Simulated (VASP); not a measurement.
Crystal: P.

```xyz
2
Lattice="1.6905 0.9760 3.0658 -1.6905 0.9760 3.0658 0.0000 -1.9520 3.0658" Properties=species:S:1:pos:R:3 pbc="T T T"
P     0.0000    0.0000    7.1088
P     0.0000    0.0000    2.0885
```

This cell differs from its parent crystal: volume scaled by 0.94.

Base run:

```yaml
Program: VASP 6.6.1
Functional: PBE
Potentials_or_basis: VASP PAW PBE potentials, release 64 (P)
Cutoff: 520 eV
k_mesh: 9 × 9 × 9
Occupations: fermi-dirac, width 0.05 eV
Spin: no spin polarisation
```

Its results: band gap on the k mesh zero (band 5 reaches 10.43 eV, above the bottom of band 6 at 9.65 eV); pressure 7.8 GPa; largest force 0.591 eV/Å.

Q: The run is repeated on the same cell with these changes: functional from PBE to LDA; potentials or basis from VASP PAW PBE potentials, release 64 (P) to VASP PAW LDA potentials, release 64 (P). What comes out?

A: Band gap on the k mesh zero (band 5 reaches 10.35 eV, above the bottom of band 6 at 9.52 eV); pressure 2.7 GPa; largest force 0.542 eV/Å.
